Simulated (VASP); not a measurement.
Crystal: ZrSi4Ru.

```
Zr Si Ru
1.0
     4.45267    0.00000    0.00000
    -2.22634    3.85613    0.00000
     0.00000    0.00000    5.34415
Zr Si Ru
1 4 1
Direct
  0.00000 0.00000 0.00000
  0.33333 0.66667 0.27928
  0.33333 0.66667 0.72072
  0.66667 0.33333 0.72072
  0.66667 0.33333 0.27928
  0.00000 0.00000 0.50000
```

The cell was built from a structure type or drawn by symmetry, and may not be a known phase.

* Program: VASP 6.6.1
* Task: relaxation of cell and atoms
* Functional: PBE
* Potentials or basis: VASP PAW PBE potentials, release 64 (Zr_sv, Si, Ru_pv)
* Cutoff: 500 eV
* k mesh: 6 × 6 × 4
* Occupations: gaussian, width 0.1 eV
* Spin: no spin polarisation

At the start: pressure -1.4 GPa; volume 15.29 Å³/atom.

Task: How do energy, volume and symmetry change on relaxing?

Result: Over 11 steps the energy falls by 75.2 meV/atom and the volume is 14.90 Å³/atom (-2.5 %); space group P6/mmm (No. 191, to 0.1 Å) before and after.

Step by step:
```
step  energy change (eV)  largest force (eV/Å)  pressure (GPa)  volume (Å³)
   1              0.0000                0.2316           -1.38        91.76
   2             -0.2103                0.4246           -0.87        89.91
   3             -0.2434                0.7927            1.04        88.06
   4             -0.3698                0.5638            0.42        88.56
   5             -0.1954                0.6479            2.91        89.55
   6             -0.4429                0.2109            0.73        88.93
   7             -0.4442                0.1582            0.81        88.99
   8             -0.4453                0.0305           -1.41        90.32
   9             -0.4500                0.0887           -0.39        89.68
  10             -0.4503                0.0330            0.54        89.22
  11             -0.4510                0.0227            0.11        89.43
```

Final structure:
```
Zr Si Ru
1.0
     4.15141    0.00000    0.00000
    -2.07570    3.59523    0.00000
     0.00000    0.00000    5.99161
Zr Si Ru
1 4 1
Direct
  0.00000 0.00000 0.00000
  0.33333 0.66667 0.29148
  0.33333 0.66667 0.70852
  0.66667 0.33333 0.70852
  0.66667 0.33333 0.29148
  0.00000 0.00000 0.50000
```
